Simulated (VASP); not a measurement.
# Sb (I4/mmm) in VASP: further runs

Sb is run at these levels: PBEsol; tasks: single point.

Everything below comes from runs of VASP 6.6.1. Logs are shortened: lines on timing, memory, paths and dates and some standing lists are left out, and cuts for length are marked.

## 1. The cell of the first run

Symmetry: I4/mmm, No. 139, tetragonal system. The conventional cell has a = 3.260 Å, b = 3.260 Å, c = 4.702 Å, α = 90.00°, β = 90.00°, γ = 90.00°. Within 4.3 Å of Sb (site symmetry 4/mmm) lie 12 Sb at 3.26 to 3.29 Å.

## 2. Single point, PBEsol (zz strain of +2 %)

File INCAR:

```
SYSTEM = Sb
PREC = Accurate ; ENCUT = 520
EDIFF = 1E-6 ; ISMEAR = -1
SIGMA = 0.05 ; LREAL = .False.
LASPH = .True. ; NELM = 100
ALGO = Normal ; ISIF = 2
LWAVE = .False. ; LCHARG = .False.
GGA = PS ; NBANDS = 8
```

File KPOINTS:

```
Automatic mesh
0
Gamma
  12 12 12
  0 0 0
```

File POSCAR:

```
Sb
1.0
    0.0000000000      2.3050000000      2.3511000000
    2.3050000000      0.0000000000      2.3511000000
    2.3050000000      2.3050000000      0.0000000000
Sb
1
Direct
    0.0000000000      0.0000000000      0.0000000000
```

Potentials or basis: VASP PAW PBE potentials, release 64 (Sb).

On the command line:

```sh
$ cat potpaw_PBE.64/Sb/POTCAR > POTCAR
$ mpirun -np 1 vasp_std > vasp.out
```

OUTCAR:

```text
SYSTEM = Sb
   PREC = Accurate
   ENCUT = 520
   EDIFF = 1E-6
   ISMEAR = -1
   LREAL = .False.
   LASPH = .True.
   NELM = 100
   ISIF = 2
   GGA = PS

 ion  position               nearest neighbor table
   1  0.000  0.000  0.000-

  LATTYP: Found a body centered tetragonal cell.
 ALAT       =     3.2597622613
 C/A-ratio  =     1.4424978336

  Lattice vectors:

 A1 = (  -2.3050000000,   0.0000000000,   2.3511000000)
 A2 = (   2.3050000000,   0.0000000000,   2.3511000000)
 A3 = (   0.0000000000,   2.3050000000,  -2.3511000000)

Analysis of symmetry for initial positions (statically):
=====================================================================
 Subroutine PRICEL returns:
 Original cell was already a primitive cell.

 Routine SETGRP: Setting up the symmetry group for a
 body centered tetragonal supercell.

 Subroutine GETGRP returns: Found 16 space group operations
 (whereof 16 operations were pure point group operations)
 out of a pool of 16 trial point group operations.

The static configuration has the point symmetry D_4h.

Analysis of symmetry for dynamics (positions and initial velocities):
=====================================================================
 Subroutine PRICEL returns:
 Original cell was already a primitive cell.

 Routine SETGRP: Setting up the symmetry group for a
 body centered tetragonal supercell.

 Subroutine GETGRP returns: Found 16 space group operations
 (whereof 16 operations were pure point group operations)
 out of a pool of 16 trial point group operations.

The dynamic configuration has the point symmetry D_4h.

 Subroutine INISYM returns: Found 16 space group operations
 (whereof 16 operations are pure point group operations),
 and found     1 'primitive' translations

----------------------------------------------------------------------------------------

                                     Primitive cell

  volume of cell :      24.9829

  direct lattice vectors                    reciprocal lattice vectors
     0.000000000  2.305000000  2.351100000    -0.216919740  0.216919740  0.212666411
     2.305000000  0.000000000  2.351100000     0.216919740 -0.216919740  0.212666411
     2.305000000  2.305000000  0.000000000     0.216919740  0.216919740 -0.212666411

  length of vectors
     3.292521254  3.292521254  3.259762261     0.373276505  0.373276505  0.373276505

  position of ions in fractional coordinates (direct lattice)
     0.000000000  0.000000000  0.000000000

  ion indices of the primitive-cell ions
[... 75 lines left out ...]
   LREAL  =      F    real-space projection
   EDIFFG = 0.1E-04   stopping-criterion for IOM
   NSW    =      0    number of steps for IOM
   IBRION =     -1    ionic relax: 0-MD 1-quasi-New 2-CG
   NFREE  =      0    steps in history (QN), initial steepest desc. (CG)
   ISIF   =      2    stress and relaxation
   ISYM   =      2    0-nonsym 1-usesym 2-fastsym
   POTIM  = 0.5000    time-step for ionic-motion
   TEBEG  =    0.0;   TEEND  =   0.0 temperature during run
   PSTRESS=    0.0 pullay stress
   NELECT =       5.0000    total number of electrons
   NUPDOWN=      -1.0000    fix difference up-down
   EMIN   =  10.00;   EMAX   =-10.00  energy-range for DOS
   EFERMI =   0.00;   METHOD = LEGACY
   ISMEAR =    -1;   SIGMA  =   0.05  broadening in eV -4-tet -1-fermi 0-gaus
   EFERMI_NEDOS =   21; number of points for ismear=-14 and -15
   IALGO  =     38    algorithm
   IMIX   =      4    mixing-type and parameters
     AMIX     =   0.40;   BMIX     =  1.00
     AMIX_MAG =   1.60;   BMIX_MAG =  1.00
  volume/ion in A,a.u.               =      24.98       168.59
  Fermi-wavevector in a.u.,A,eV,Ry     =   0.957599  1.809600 12.476495  0.916997
  Thomas-Fermi vector in A             =   2.086632
   LORBIT       =      0    0 simple, 1 ext, 2 COOP (PROOUT), +10 PAW based schemes
   GGA     = PS    functional components
   LHFCALC =     F    Hartree Fock is set to
   AEXX    =    0.0000 exact exchange contribution
   IVDW    =     0    specifies the selected vdW correction
   LEPSILON=     F    determine dielectric tensor
   LRPA    =     F    only Hartree local field effects (RPA)
 non-spin polarized calculation
  energy-cutoff  :      520.00
  volume of cell :       24.98
 maximum number of plane-waves:       688
   NGX = 13   NGY = 13   NGZ = 13

 number of electron       5.0000000 magnetization

 Free energy of the ion-electron system (eV)
  ---------------------------------------------------
  ext. energy  EPLUGINS =         0.00000000
  ---------------------------------------------------
  free energy    TOTEN  =        -4.28428512 eV

  energy without entropy =       -4.27769344  energy(sigma->0) =       -4.28098928

 E-fermi :   9.4392     XC(G=0): -10.6603

 val. band max:        9.4364286288   @ k =   0.4167   0.0000   0.3333
 cond. band min:       9.4715165594   @ k =  -0.4167   0.4167   0.0833
 fundamental gap:      0.0350879306
 Fermi energy:         9.4392406475

 k-point     1 :       0.0000    0.0000    0.0000
  band No.  band energies     occupation
      1      -4.1637      2.00000
      2      15.2658      0.00000
      3      15.2658      0.00000
      4      15.2782      0.00000
      5      19.5528      0.00000
      6      19.6338      0.00000
      7      19.6779      0.00000
      8      19.6779      0.00000
[... 243 lines left out ...]
 k-point    24 :      -0.4167    0.1667    0.0000
  band No.  band energies     occupation
      1       0.3957      2.00000
      2       3.7111      2.00000
      3       9.7561      0.00353
      4      12.6638      0.00000
      5      16.3880      0.00000
      6      20.5013      0.00000
      7      20.7046      0.00000
      8      23.4270      0.00000

 [... further k-points ...]

------------------------ aborting loop because EDIFF is reached ----------------------------------------

  FORCE on cell =-STRESS in cart. coord.  units (eV):
  Direction    XX          YY          ZZ          XY          YZ          ZX
  --------------------------------------------------------------------------------------
  -------------------------------------------------------------------------------------
  Total        0.5258135      0.5258135      0.6349352      0.0000000      0.0000000      0.0000000
  in kB       33.7209186     33.7209186     40.7189955      0.0000000      0.0000000      0.0000000
  external PRESSURE =      36.0536109 kB  Pullay stress =       0.0000000 kB

 VOLUME and BASIS-vectors are now :
 -----------------------------------------------------------------------------
  energy-cutoff  :      520.00
  volume of cell :       24.98
      direct lattice vectors                 reciprocal lattice vectors
     0.000000000  2.305000000  2.351100000    -0.216919740  0.216919740  0.212666411
     2.305000000  0.000000000  2.351100000     0.216919740 -0.216919740  0.212666411
     2.305000000  2.305000000  0.000000000     0.216919740  0.216919740 -0.212666411

 POSITION                                       TOTAL-FORCE (eV/Angst)
 -----------------------------------------------------------------------------------
      0.00000      0.00000      0.00000        -0.000000      0.000000      0.000000
 -----------------------------------------------------------------------------------
    total drift:                                0.000000      0.000000      0.000000

  FREE ENERGIE OF THE ION-ELECTRON SYSTEM (eV)
  ---------------------------------------------------
  free  energy   TOTEN  =        -4.2842851249 eV

  energy  without entropy=       -4.2776934429  energy(sigma->0) =       -4.28098928
```

Wall time 36 s (1 thread of AMD EPYC 7R43 (Zen 3), shared host); peak memory 0.12 GiB.

What came out:

```
Free energy : -4.2843 eV
Pressure    : 3.6 GPa
```

Caveat: the cell differs from its parent crystal (zz strain of +2 %); the PAW data sets were made with another functional, which shifts forces and pressure a little; spin-orbit coupling is left out, which moves the levels of the heavy elements.

## 3. Single point, PBEsol (zz strain of +1 %)

File INCAR:

```
SYSTEM = Sb
PREC = Accurate
ENCUT = 520
EDIFF = 1E-6
ISMEAR = -1
SIGMA = 0.05
LREAL = .False.
LASPH = .True.
NELM = 60
ALGO = Normal
ISIF = 2
LWAVE = .False.
LCHARG = .False.
GGA = PS
NBANDS = 8
```

File KPOINTS:

```
regular mesh
0
Gamma
  12 12 12
  0 0 0
```

File POSCAR:

```
Sb
1.0
    0.0000000000      2.3050000000      2.3280500000
    2.3050000000      0.0000000000      2.3280500000
    2.3050000000      2.3050000000      0.0000000000
Sb
1
Direct
    0.0000000000      0.0000000000      0.0000000000
```

Potentials or basis: VASP PAW PBE potentials, release 64 (Sb).

On the command line:

```sh
$ cat potpaw_PBE.64/Sb/POTCAR > POTCAR
$ mpirun -np 1 vasp_std > vasp.out
```

OUTCAR:

```text
SYSTEM = Sb
   PREC = Accurate
   ENCUT = 520
   EDIFF = 1E-6
   ISMEAR = -1
   LREAL = .False.
   LASPH = .True.
   NELM = 60
   ISIF = 2
   GGA = PS

 ion  position               nearest neighbor table
   1  0.000  0.000  0.000-

  LATTYP: Found a body centered tetragonal cell.
 ALAT       =     3.2597622613
 C/A-ratio  =     1.4283556980

  Lattice vectors:

 A1 = (  -2.3050000000,   0.0000000000,   2.3280500000)
 A2 = (   2.3050000000,   0.0000000000,   2.3280500000)
 A3 = (   0.0000000000,   2.3050000000,  -2.3280500000)

Analysis of symmetry for initial positions (statically):
[... 433 lines left out ...]
      2       3.8043      2.00000
      3       9.9991      0.00045
      4      12.7425      0.00000
      5      16.4624      0.00000
      6      20.6169      0.00000
      7      20.8808      0.00000
      8      23.7711      0.00000

 [... further k-points ...]
[... 5 lines left out ...]
  --------------------------------------------------------------------------------------
  -------------------------------------------------------------------------------------
  Total        0.6644144      0.6644144      0.6930907      0.0000000     -0.0000000     -0.0000000
  in kB       43.0314014     43.0314014     44.8886462      0.0000000     -0.0000000     -0.0000000
  external PRESSURE =      43.6504830 kB  Pullay stress =       0.0000000 kB

 VOLUME and BASIS-vectors are now :
 -----------------------------------------------------------------------------
  energy-cutoff  :      520.00
  volume of cell :       24.74
      direct lattice vectors                 reciprocal lattice vectors
     0.000000000  2.305000000  2.328050000    -0.216919740  0.216919740  0.214772020
     2.305000000  0.000000000  2.328050000     0.216919740 -0.216919740  0.214772020
     2.305000000  2.305000000  0.000000000     0.216919740  0.216919740 -0.214772020

 POSITION                                       TOTAL-FORCE (eV/Angst)
 -----------------------------------------------------------------------------------
      0.00000      0.00000      0.00000        -0.000000      0.000000      0.000000
 -----------------------------------------------------------------------------------
    total drift:                               -0.000000      0.000000      0.000000

  FREE ENERGIE OF THE ION-ELECTRON SYSTEM (eV)
  ---------------------------------------------------
  free  energy   TOTEN  =        -4.2777440672 eV

  energy  without entropy=       -4.2710468808  energy(sigma->0) =       -4.27439547
```

stdout:

```text
POSCAR found type information on POSCAR Sb
 POSCAR found :  1 types and       1 ions
 scaLAPACK will be used
 -----------------------------------------------------------------------------
|                                                                             |
|                                                                             |
|     You enforced a specific xc type in the INCAR file but a different       |
|     I HOPE YOU KNOW WHAT YOU ARE DOING!                                     |
|                                                                             |
 -----------------------------------------------------------------------------

 LDA part: xc-table for (Slater+PW92), standard interpolation
 POSCAR, INCAR and KPOINTS ok, starting setup
 FFT: planning ... GRIDC
 FFT: planning ... GRID_SOFT
 FFT: planning ... GRID
 WAVECAR not read
 entering main loop
```

Run time: 40 s. Hardware: 1 thread of AMD EPYC 7R43 (Zen 3), shared host; peak memory 0.12 GiB.

Results:

| Quantity | Value |
| --- | --- |
| Free energy | -4.2777 eV |
| Pressure | 4.4 GPa |

Levels at points of the mesh, in eV from the Fermi level:
| k point | band 1 | band 2 | band 3 | band 4 | band 5 | band 6 |
| --- | --- | --- | --- | --- | --- | --- |
| (0.00, 0.00, 0.00) | -13.69 | 5.90 | 5.90 | 5.91 | 10.18 | 10.19 |
| (0.50, 0.00, 0.00) | -9.44 | -6.45 | 3.91 | 4.08 | 8.68 | 9.23 |
| (0.50, 0.50, 0.00) | -7.66 | -5.52 | 0.42 | 0.42 | 4.26 | 4.60 |
| (0.50, 0.00, 0.50) | -7.52 | -5.43 | 0.25 | 0.33 | 4.11 | 4.50 |

Caveat: the cell differs from its parent crystal (zz strain of +1 %); the PAW data sets were made with another functional, which shifts forces and pressure a little; spin-orbit coupling is left out, which moves the levels of the heavy elements.
